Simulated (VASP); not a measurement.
Set up this calculation in VASP 6.6.1, as the native input.

- Task: single point
- Functional: LDA
- Potentials or basis: VASP PAW LDA potentials, release 64 (Ir)
- Cutoff: 400 eV
- k mesh: 15 × 15 × 1
- Occupations: gaussian, width 0.1 eV
- Spin: no spin polarisation
- Dipole correction: yes
- Further INCAR settings: ALGO = Normal; EDIFF = 1e-06; NBANDS = 36; NELMDL = -8

The structure of Ir lies in POSCAR:

```
Ir
1.0
    2.6947084175      0.0000000000      0.0000000000
   -1.3473542087      2.3336859453      0.0000000000
    0.0000000000      0.0000000000     26.0011010473
Ir
6
Direct
    0.6666666667      0.3333333333      0.2904562645
    0.3333333333      0.6666666667      0.3732369124
    0.0000000000      0.0000000000      0.4574921910
    0.6666666667      0.3333333333      0.5425078173
    0.3333333333      0.6666666667      0.6267631098
    0.0000000000      0.0000000000      0.7095437049
```

The input as run:

INCAR

```
PREC     = Accurate       # precision mode
ENCUT    = 400            # plane-wave cutoff, eV
EDIFF    = 1E-6           # SCF threshold, eV
ISMEAR   = 0              # smearing method
SIGMA    = 0.1            # smearing width, eV
LREAL    = F              # projectors in reciprocal space
LASPH    = T              # aspherical terms in the spheres
NELM     = 120            # most SCF steps
ALGO     = Normal         # electronic algorithm
ISIF     = 2              # what is computed and relaxed
LWAVE    = F              # write WAVECAR
LCHARG   = F              # write CHGCAR
LDIPOL   = T            
IDIPOL   = 3            
DIPOL    = 0.5 0.5 0.500
NBANDS   = 36             # bands
GGA_COMPAT= F            
NELMDL   = -8
```

KPOINTS

```
Automatic mesh
0
Gamma
  15 15 1
```

Potentials or basis: VASP PAW LDA potentials, release 64 (Ir).

Command:

```bash
$ cat potpaw_LDA.64/Ir/POTCAR > POTCAR
$ mpirun -np 1 vasp_std > vasp.out
```

It gave:

```json
{"Largest force": "0.121 eV/Å", "Band gap on the k mesh": "zero (band 27 reaches 3.50 eV, above the bottom of band 28 at 1.28 eV)"}
```

Caveat: spin-orbit coupling is left out, which moves the levels of the heavy elements.

Wall time 4.2 min on 1 thread of Intel Xeon 6975P-C, with other jobs on the host, peak memory 0.23 GiB.
